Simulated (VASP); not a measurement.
A run of VASP 6.6.1 is set up as follows.

The input INCAR:

```
SYSTEM = BN
  PREC = Accurate
  ENCUT = 520
  EDIFF = 1E-7
  ISMEAR = 0
  SIGMA = 0.05
  LREAL = .False.
  LASPH = .True.
  NELM = 60
  ALGO = Normal
  ISIF = 2
  LWAVE = .False.
  LCHARG = .False.
  GGA = PE
  NBANDS = 16
```

File KPOINTS:

```
regular mesh
0
Gamma
  12 12 4
  0 0 0
```

POSCAR

```
BN
1.0
    2.5039917043      0.0000000000      0.0000000000
   -1.2519958522      2.1685204268      0.0000000000
    0.0000000000      0.0000000000      6.6612000000
B N
2 2
Direct
    0.3333333333      0.6666666667      0.2500000000
    0.6666666667      0.3333333333      0.7500000000
    0.3102761376      0.6551380688      0.7500000000
    0.6666666667      0.3333333333      0.2500000000
```

Potentials or basis: VASP PAW PBE potentials, release 64 (B, N).

Command:

```bash
$ cat potpaw_PBE.64/B/POTCAR potpaw_PBE.64/N/POTCAR > POTCAR
$ mpirun -np 1 vasp_std > vasp.out
```

(1) Predict the band gap on the k mesh.

(2) What does it give for the largest force?

## Answers

(1) 4.20 eV, indirect (least direct gap 4.59 eV).

(2) 2.236 eV/Å.

Caveat: the cell differs from its parent crystal (atom 3 (N) moved +0.050 Å towards its neighbour atom 2 (B) at 1.446 Å); forces of over 1 eV/Å act on the atoms, so gaps and moduli don't describe the material at rest.
